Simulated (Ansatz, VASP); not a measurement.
# Sr: VASP beside Ansatz

```
CELL_PARAMETERS angstrom
2.01396 -7.05057 -0.43818
2.01396 7.05057 -0.43818
-1.22608 0.00000 4.11935
ATOMIC_POSITIONS crystal
Sr 0.87511 0.12489 0.25000
Sr 0.12489 0.87511 0.75000
```

Alike in both runs: functional PBE; k mesh 14 × 14 × 12; occupations gaussian, width 0.1 eV; no spin polarisation.

Ansatz relaxed the structure, and its values are those at the end. VASP's run is a single point on that final structure, the one shown.

|  | VASP | Ansatz |
| --- | --- | --- |
| version | VASP 6.6.1 | Ansatz 0.2.0 |
| potentials or method | VASP PAW PBE potentials, release 64 (Sr_sv), cutoff 520 eV | scalar-relativistic, plane waves, PAW |
| valence electrons in the cell | 20 | 20 |

|  | VASP | Ansatz | Ansatz less VASP |
| --- | --- | --- | --- |
| gap on the k mesh at the Fermi level (eV) | none | none | - |
| pressure (GPa) | 0.0 | 0.0 | 0.00 |

A gap of «none» marks a metal or a gap that the smearing closes.
